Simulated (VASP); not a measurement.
Here is a VASP 6.6.1 calculation.

File INCAR:

```
SYSTEM = K7NaMgCl10
ALGO = Normal
EDIFF = 1E-6
ENCUT = 520
GGA = PE
ISIF = 2
ISMEAR = -1
ISYM = 0
LASPH = .True.
LCHARG = .False.
LREAL = Auto
LWAVE = .False.
NBANDS = 86
NELM = 60
PREC = Accurate
SIGMA = 0.0991
```

The input KPOINTS:

```
k-points
0
Gamma
  1 1 1
  0 0 0
```

The input POSCAR:

```
K7NaMgCl10
1.0
    8.9716240000      0.2219080000     -0.0252420000
    0.2219080000      8.8394450000     -0.1974920000
   -0.0252420000     -0.1974920000      8.4038290000
Mg Cl K Na
1 10 7 1
Direct
    0.3878466241      0.8138635595      0.1669406370
    0.3020735241      1.0169618431      0.8792903530
    0.8415103477      0.1289181231      0.7505900825
    0.6404315697      0.7303543585      0.1176101890
    0.5857466675      0.2167578660      0.1681389950
   -0.0863887311      0.1007117432      0.3111293839
    0.3370200852      0.9310448327      0.4145385356
    0.9183760190      0.7463240870      0.5772370766
    0.9108329285      0.5464959900     -0.0124239997
    0.3566046266      0.3697909409      0.6958717469
    0.2589367604      0.5789200684      0.1295558446
    0.1203926451      0.2903161064      0.9349105104
    0.5671468262      0.4380409065      0.9007550600
    0.6639238869      0.0646078018      0.4621054630
    0.6523049432      0.0052063213      0.9573333403
    0.8141087905      0.4841618519      0.3513727881
    0.2553051475      0.3706487325      0.3967874135
    1.0520154354      0.8437355390      0.9829488430
    0.1079659182     -0.0326853058      0.6384792205
```

Potentials or basis: VASP PAW PBE potentials, release 64 (Mg, Cl, K_sv, Na_pv).

Run with:

```sh
$ cat potpaw_PBE.64/Mg/POTCAR potpaw_PBE.64/Cl/POTCAR potpaw_PBE.64/K_sv/POTCAR potpaw_PBE.64/Na_pv/POTCAR > POTCAR
$ mpirun -np 1 vasp_gam > vasp.out
```

What does it give for the band gap on the k mesh?

2.93 eV.

What does it give for the pressure?

1.6 GPa.

Estimate the largest force.

2.067 eV/Å.

Forces in eV/Å, atoms in the order of the input:
```
Mg   0.365 -0.568  0.182
Cl   0.414 -0.932  0.645
Cl   0.770  0.480  0.026
Cl  -1.158  0.316  0.522
Cl  -1.020  1.492  1.003
Cl   1.804  0.415 -0.781
Cl   0.084 -0.019 -0.365
Cl   0.084 -0.198  0.025
Cl  -0.060 -0.367  0.010
Cl  -0.487 -0.260 -0.234
Cl   0.542  0.897 -0.031
K   -0.374  0.417 -0.001
K    1.203  0.388  0.839
K   -0.797 -0.559  0.613
K    0.127 -0.862 -0.915
K   -0.009  0.048 -0.262
K   -0.221 -0.241 -0.704
K   -0.868 -0.417  0.199
Na  -0.400 -0.028 -0.771
```

Caveat: the k points lie up to 0.75 Å⁻¹ apart.
